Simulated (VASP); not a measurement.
# CdS4 (P4/mmm) in VASP: a series of runs, part 2 of 2

VASP 6.6.1. Earlier steps stand in the parts before.

## Step 4: Single point, PBE

This run uses another cell than the first one, of 23.37 Å³/atom.

The input, INCAR:

```
SYSTEM = CdS4
PREC = Accurate
ENCUT = 520
EDIFF = 1E-7
ISMEAR = 0
SIGMA = 0.1
LREAL = .False.
LASPH = .True.
NELM = 80
ALGO = Normal
ISIF = 2
LWAVE = .False.
LCHARG = .False.
GGA = PE
NBANDS = 26
```

The input, KPOINTS:

```
Automatic mesh
0
Gamma
  8 8 8
  0 0 0
```

The input, POSCAR:

```
CdS4
1.0
    4.8392421692      0.0000000000      0.0000000000
    0.0000000000      4.8392421692      0.0000000000
    0.0000000000      0.0000000000      4.9894594476
Cd S
1 4
Direct
    0.0000000000      0.0000000000      0.5000000000
    0.0000000000      0.5000000000      0.1982887845
    0.5000000000      0.0000000000      0.1982887845
    0.0000000000      0.5000000000      0.8017112155
    0.5000000000      0.0000000000      0.8017112155
```

Potentials or basis: VASP PAW PBE potentials, release 64 (Cd, S).

On the command line:

```console
$ cat potpaw_PBE.64/Cd/POTCAR potpaw_PBE.64/S/POTCAR > POTCAR
$ mpirun -np 1 vasp_std > vasp.out
```

OUTCAR:

```text
SYSTEM = CdS4
   PREC = Accurate
   ENCUT = 520
   EDIFF = 1E-7
   ISMEAR = 0
   LREAL = .False.
   LASPH = .True.
   NELM = 80
   ISIF = 2
   GGA = PE

 ion  position               nearest neighbor table
   1  0.000  0.000  0.500-   2 2.85   3 2.85   4 2.85   5 2.85   2 2.85   4 2.85   3 2.85   5 2.85

   2  0.000  0.500  0.198-   4 1.98   1 2.85   1 2.85
   3  0.500  0.000  0.198-   5 1.98   1 2.85   1 2.85
   4  0.000  0.500  0.802-   2 1.98   1 2.85   1 2.85
   5  0.500  0.000  0.802-   3 1.98   1 2.85   1 2.85

  LATTYP: Found a simple tetragonal cell.
 ALAT       =     4.8392421692
 C/A-ratio  =     1.0310414881

  Lattice vectors:

 A1 = (   4.8392421692,   0.0000000000,   0.0000000000)
 A2 = (   0.0000000000,   4.8392421692,   0.0000000000)
 A3 = (   0.0000000000,   0.0000000000,   4.9894594476)

Analysis of symmetry for initial positions (statically):
=====================================================================
 Subroutine PRICEL returns:
 Original cell was already a primitive cell.

 Routine SETGRP: Setting up the symmetry group for a
 simple tetragonal supercell.

[... 175 lines left out ...]
 val. band max:        3.2083591980   @ k =   0.1250   0.0000   0.2500
 cond. band min:       3.2157402476   @ k =   0.3750   0.2500   0.1250
 fundamental gap:      0.0073810496
 Fermi energy:         3.2142357313

 k-point     1 :       0.0000    0.0000    0.0000
  band No.  band energies     occupation
      1     -12.8202      2.00000
      2     -11.9930      2.00000
      3      -7.6189      2.00000
      4      -6.5818      2.00000
      5      -5.7509      2.00000
      6      -5.5557      2.00000
[... 685 lines left out ...]
     25       9.8823      0.00000
     26       9.8992      0.00000

 [... further k-points ...]

------------------------ aborting loop because EDIFF is reached ----------------------------------------

  FORCE on cell =-STRESS in cart. coord.  units (eV):
  Direction    XX          YY          ZZ          XY          YZ          ZX
  --------------------------------------------------------------------------------------
  -------------------------------------------------------------------------------------
  Total        0.0690088      0.0690088     -0.6018161      0.0000000     -0.0000000      0.0000000
  in kB        0.9462521      0.9462521     -8.2521328      0.0000000     -0.0000000      0.0000000
  external PRESSURE =      -2.1198762 kB  Pullay stress =       0.0000000 kB

 VOLUME and BASIS-vectors are now :
 -----------------------------------------------------------------------------
  energy-cutoff  :      520.00
  volume of cell :      116.84
      direct lattice vectors                 reciprocal lattice vectors
     4.839242169  0.000000000  0.000000000     0.206643926  0.000000000  0.000000000
     0.000000000  4.839242169  0.000000000     0.000000000  0.206643926  0.000000000
     0.000000000  0.000000000  4.989459448     0.000000000  0.000000000  0.200422513

 POSITION                                       TOTAL-FORCE (eV/Angst)
 -----------------------------------------------------------------------------------
      0.00000      0.00000      2.49473         0.000000     -0.000000      0.000000
      0.00000      2.41962      0.98935         0.000000     -0.000000     -0.184484
      2.41962      0.00000      0.98935        -0.000000      0.000000     -0.184484
      0.00000      2.41962      4.00011        -0.000000     -0.000000      0.184484
      2.41962      0.00000      4.00011         0.000000      0.000000      0.184484
 -----------------------------------------------------------------------------------
    total drift:                                0.000000      0.000000     -0.000000

  FREE ENERGIE OF THE ION-ELECTRON SYSTEM (eV)
  ---------------------------------------------------
  free  energy   TOTEN  =       -16.7673072351 eV

  energy  without entropy=      -16.7545189622  energy(sigma->0) =      -16.76091310
```

OSZICAR:

```text
N       E                     dE             d eps       ncg     rms          rms(c)
DAV:   1     0.222020341152E+03    0.22202E+03   -0.16451E+04  3900   0.123E+03
DAV:   2    -0.236979859003E+01   -0.22439E+03   -0.21652E+03  4712   0.267E+02
DAV:   3    -0.172019700389E+02   -0.14832E+02   -0.14703E+02  4894   0.700E+01
DAV:   4    -0.174038552211E+02   -0.20189E+00   -0.20116E+00  4870   0.864E+00
DAV:   5    -0.174080936080E+02   -0.42384E-02   -0.42364E-02  4938   0.127E+00    0.181E+01
DAV:   6    -0.168228746722E+02    0.58522E+00   -0.10439E+00  4534   0.115E+01    0.112E+01
DAV:   7    -0.167735759818E+02    0.49299E-01   -0.55840E-01  4748   0.444E+00    0.316E+00
DAV:   8    -0.167678656038E+02    0.57104E-02   -0.10459E-01  4522   0.326E+00    0.897E-01
DAV:   9    -0.167672733777E+02    0.59223E-03   -0.97227E-03  4800   0.101E+00    0.261E-01
DAV:  10    -0.167672362547E+02    0.37123E-04   -0.15192E-03  4548   0.332E-01    0.615E-02
DAV:  11    -0.167673102010E+02   -0.73946E-04   -0.30203E-04  4718   0.137E-01    0.617E-02
DAV:  12    -0.167673021257E+02    0.80753E-05   -0.68443E-05  4744   0.910E-02    0.930E-03
DAV:  13    -0.167673072900E+02   -0.51644E-05   -0.12396E-05  4392   0.194E-02    0.284E-03
DAV:  14    -0.167673072351E+02    0.54967E-07   -0.67995E-07  4962   0.739E-03
   1 F= -.16767307E+02 E0= -.16760913E+02  d E =-.127883E-01
```

stdout:

```text
POSCAR found type information on POSCAR CdS
 POSCAR found :  2 types and       5 ions
 scaLAPACK will be used
 LDA part: xc-table for (Slater+PW92), standard interpolation
 POSCAR, INCAR and KPOINTS ok, starting setup
 FFT: planning ... GRIDC
 FFT: planning ... GRID_SOFT
 FFT: planning ... GRID
 WAVECAR not read
 entering main loop
```

It took 64 s on 1 thread of Intel Xeon 6975P-C (Granite Rapids), shared host; peak memory 0.33 GiB.

What came out:

```yaml
Free_energy: -16.7673 eV
Pressure: -0.2 GPa
Largest_force: 0.184 eV/Å
Band_gap_on_the_k_mesh: zero (bands 18 and 19 overlap by 1.60 eV)
```

Forces in eV/Å, atoms in the order of the input:
```
Cd   0.000  0.000  0.000
S    0.000  0.000 -0.184
S    0.000  0.000 -0.184
S    0.000  0.000  0.184
S    0.000  0.000  0.184
```

## Step 5: Relaxation of cell and atoms, PBE

This run uses another cell than the first one, of 27.04 Å³/atom.

The input, INCAR:

```
SYSTEM = CdS4
ALGO = Normal
EDIFF = 1E-6
EDIFFG = -0.04
ENCUT = 600
GGA = PE
IBRION = 2
ISIF = 3
ISMEAR = 0
LASPH = .TRUE.
LCHARG = .FALSE.
LREAL = .FALSE.
LWAVE = .FALSE.
NELM = 60
NSW = 90
PREC = Accurate
SIGMA = 0.1
```

The input, KPOINTS:

```
k-points
0
G
  4 4 4
  0 0 0
```

The input, POSCAR:

```
CdS4
1.0
    4.6883412500      0.0000000000      0.0000000000
    0.0000000000      4.6883412500      0.0000000000
    0.0000000000      0.0000000000      6.1499471800
Cd S
1 4
Direct
    0.0000000000      0.0000000000      0.5000000000
    0.0000000000      0.5000000000      0.1530061900
    0.5000000000      0.0000000000      0.1530061900
    0.0000000000      0.5000000000      0.8469938100
    0.5000000000      0.0000000000      0.8469938100
```

On the command line:

```console
$ cat potpaw_PBE.64/Cd/POTCAR potpaw_PBE.64/S/POTCAR > POTCAR
$ mpirun -np 1 vasp_std > vasp.out
```

It took 8.1 min on 1 thread of Intel Xeon 6975P-C (Granite Rapids), shared host; peak memory 0.32 GiB.

Results (log left out):

- Free energy: -16.7645 eV
- Relaxed volume: 23.35 Å³/atom
- Relaxed cell: a = 4.824 Å, b = 4.824 Å, c = 5.016 Å, α = 90.00°, β = 90.00°, γ = 90.00°
- Space group after relaxing (to 0.1 Å): P4/mmm (No. 123)
- Energy gained by relaxing: 163.0 meV/atom
- Ionic steps: 29
- Pressure after relaxing: 0.1 GPa
- Largest force after relaxing: 0.029 eV/Å
- Band gap on the k mesh: zero (bands 18 and 19 overlap by 1.59 eV)

Forces on the atoms (eV/Å):
```
Cd   0.000  0.000  0.000
S    0.000  0.000 -0.029
S    0.000  0.000 -0.029
S    0.000  0.000  0.029
S    0.000  0.000  0.029
```

Stress tensor (GPa, compression positive):
```
 0.22  0.00  0.00
 0.00  0.22  0.00
 0.00  0.00 -0.06
```

The path:
| step | energy change (eV) | largest force (eV/Å) | pressure (GPa) | volume (Å³) |
| --- | --- | --- | --- | --- |
| 1 | 0.0000 | 1.3093 | 0.51 | 135.18 |
| 2 | 0.2347 | 1.7371 | -5.30 | 136.84 |
| 3 | -0.0506 | 0.1461 | -1.59 | 135.63 |
| 4 | -0.0507 | 0.1891 | -1.50 | 135.61 |
| 5 | -0.1173 | 0.2473 | -1.35 | 131.69 |
| 6 | -0.2989 | 0.4340 | 0.21 | 120.33 |
| 7 | -0.1568 | 0.7407 | 10.07 | 99.32 |
| 8 | -0.3334 | 0.9215 | 2.68 | 113.92 |
| 9 | -0.3389 | 1.0254 | 4.36 | 109.65 |
| 10 | -0.3539 | 0.8960 | 4.36 | 109.07 |
| 11 | -0.3820 | 0.4748 | 4.37 | 107.31 |
| 12 | -0.3657 | 0.2264 | 5.07 | 103.83 |
| 13 | -0.3873 | 0.2511 | 4.46 | 106.17 |
| 14 | -0.4137 | 0.1920 | 4.08 | 106.72 |
| 15 | -0.4840 | 0.0169 | 2.96 | 108.39 |
| 16 | -0.5914 | 0.3065 | 1.00 | 111.76 |
| 17 | -0.6779 | 0.9319 | -2.29 | 118.61 |
| 18 | -0.7282 | 0.7137 | -2.11 | 119.35 |
| 19 | -0.7919 | 0.1148 | -1.49 | 121.06 |
| 20 | -0.7946 | 0.0466 | -1.30 | 121.46 |
| 21 | -0.7991 | 0.0786 | -1.09 | 120.85 |
| 22 | -0.8079 | 0.1753 | -0.41 | 119.03 |
| 23 | -0.8035 | 0.3729 | 1.10 | 115.43 |
| 24 | -0.8098 | 0.2435 | 0.08 | 117.77 |
| 25 | -0.8122 | 0.0860 | -0.02 | 117.37 |
| 26 | -0.8124 | 0.0135 | -0.06 | 117.17 |
| 27 | -0.8133 | 0.0180 | 0.03 | 117.00 |
| 28 | -0.8143 | 0.0335 | 0.28 | 116.48 |
| 29 | -0.8148 | 0.0287 | 0.13 | 116.73 |

Final structure:
```cif
data_structure
_symmetry_space_group_name_H-M 'P 1'
_symmetry_Int_Tables_number 1
_cell_length_a 4.8238
_cell_length_b 4.8238
_cell_length_c 5.0165
_cell_angle_alpha 90.000
_cell_angle_beta 90.000
_cell_angle_gamma 90.000
_cell_volume 116.73
loop_
_atom_site_label
_atom_site_type_symbol
_atom_site_fract_x
_atom_site_fract_y
_atom_site_fract_z
_atom_site_occupancy
Cd1 Cd 0.00000 0.00000 0.50000 1
S1 S 0.00000 0.50000 0.19642 1
S2 S 0.50000 0.00000 0.19642 1
S3 S 0.00000 0.50000 0.80358 1
S4 S 0.50000 0.00000 0.80358 1
```

Levels at points of the mesh, in eV from the Fermi level:
| k point | band 15 | band 16 | band 17 | band 18 | band 19 | band 20 | band 21 | band 22 |
| --- | --- | --- | --- | --- | --- | --- | --- | --- |
| (0.00, 0.00, 0.00) | -2.74 | -1.00 | -1.00 | 0.42 | 0.85 | 0.85 | 3.98 | 3.98 |
| (0.50, 0.00, 0.00) | -3.74 | -1.27 | -0.30 | -0.21 | -0.17 | 1.39 | 4.50 | 5.76 |
| (0.50, 0.50, 0.00) | -2.31 | -2.15 | -1.49 | 0.69 | 0.70 | 1.26 | 4.66 | 5.81 |
| (0.00, 0.00, 0.50) | -2.84 | -2.35 | -2.35 | -0.61 | 0.01 | 0.01 | 2.41 | 2.42 |
| (0.50, 0.00, 0.50) | -3.40 | -3.25 | -2.25 | -1.22 | -0.91 | 1.31 | 1.42 | 4.23 |
| (0.50, 0.50, 0.50) | -2.44 | -2.33 | -1.94 | 0.51 | 0.71 | 1.35 | 1.35 | 4.51 |

Caveat: a cell axis changed by over 15 % at a fixed basis, so the end point is rough.

## Step 6: Summary

| task | cell | k mesh | cutoff (eV) | gap on the mesh (eV) | pressure (GPa) | largest force (eV/Å) |
| --- | --- | --- | --- | --- | --- | --- |
| single point | a = 4.832, b = 4.832, c = 5.014 Å, 5 atoms, atomic positions A | 4 × 4 × 4 | 520 | none | -0.2 | 0.19 |
| single point | a = 4.688, b = 4.688, c = 6.150 Å, 5 atoms, atomic positions B | 4 × 4 × 4 | 520 | none | 0.5 | 1.31 |
| single point | a = 4.839, b = 4.839, c = 4.989 Å, 5 atoms, atomic positions A | 8 × 8 × 8 | 520 | none | -0.2 | 0.18 |
| relaxation of cell and atoms | relaxed from a = 4.688, b = 4.688, c = 6.150 Å, 5 atoms, atomic positions B | 4 × 4 × 4 | 600 | none | 0.1 | 0.03 |

Alike in all rows: level PBE; potentials or basis VASP PAW PBE potentials, release 64 (Cd, S); no spin polarisation; smearing gaussian 0.1 eV.

Caveats: forces of over 1 eV/Å act on the atoms, so gaps and moduli don't describe the material at rest (at least some runs); a cell axis changed by over 15 % at a fixed basis, so the end point is rough (at least some runs).

Total energies depend on the potentials used, so only differences within one code and one set of settings carry meaning.
